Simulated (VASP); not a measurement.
GaSb, 2 atoms in the cell. It takes space group F-43m (No. 216, cubic). Conventional cell: a = 6.118 Å, b = 6.118 Å, c = 6.118 Å, α = 90.00°, β = 90.00°, γ = 90.00°. Sb (site symmetry -43m) has 4 Ga at 2.65 Å within 3.5 Å. Ga (site symmetry -43m) has 4 Sb at 2.65 Å within 3.5 Å. 

```yaml
Program: VASP 6.6.1
Task: single point
Functional: revPBE
Potentials_or_basis: VASP PAW PBE potentials, release 64 (Sb, Ga_d)
Cutoff: 520 eV
k_mesh: 8 × 8 × 8
Occupations: fermi-dirac, width 0.05 eV
Spin: no spin polarisation
Dipole_correction: no
Further_INCAR_settings: ALGO = Normal; EDIFF = 1e-06; NBANDS = 16
```

Potentials or basis: VASP PAW PBE potentials, release 64 (Sb, Ga_d).

Run with:

```bash
$ cat potpaw_PBE.64/Sb/POTCAR potpaw_PBE.64/Ga_d/POTCAR > POTCAR
$ mpirun -np 1 vasp_std > vasp.out
```

Hardware: 1 thread of Intel(R) Xeon(R) 6975P-C (Granite Rapids), on a shared host.

Task: How long does it take, and how much memory?

Result: It took 12 s on 1 thread of Intel(R) Xeon(R) 6975P-C (Granite Rapids), with other jobs on the host, peak memory 0.18 GiB. Counts: scf iterations 13, k points 29.
